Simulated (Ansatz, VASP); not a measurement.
# I in VASP and in Ansatz

```
I
1.0
     3.75750   -2.19241    0.00000
     3.75750    2.19241    0.00000
     0.00000    0.00000    9.63897
I
4
Direct
  0.82686 0.17314 0.87724
  0.32686 0.67314 0.62276
  0.17314 0.82686 0.12276
  0.67314 0.32686 0.37724
```

Alike in both runs: functional PBEsol; k mesh 8 × 8 × 4; occupations gaussian, width 0.02 eV; no spin polarisation.

Ansatz relaxed the structure, and its values are those at the end. VASP's run is a single point on that final structure, the one shown.

|  | VASP | Ansatz |
| --- | --- | --- |
| version | VASP 6.6.1 | Ansatz 0.2.0 |
| potentials or method | VASP PAW PBE potentials, release 64 (I), cutoff 520 eV | scalar-relativistic, plane waves, PAW |
| valence electrons in the cell | 28 | 68 |

|  | VASP | Ansatz | Ansatz less VASP |
| --- | --- | --- | --- |
| gap on the k mesh at the Fermi level (eV) | 0.80 | 0.79 | -0.008 |
| least direct gap on the mesh (eV) | 1.07 | 1.06 | -0.007 |
| pressure (GPa) | 0.0 | 0.0 | 0.00 |
| rms of the force components (eV/Å) | 0.003 | 0.000 | -0.0034 |

VASP's potentials were made for PBE, not for PBEsol. VASP's potentials hold 28 valence electrons a cell and Ansatz's 68, so a difference there can come from the potentials and not from the codes.

Neither program's run includes spin-orbit coupling.
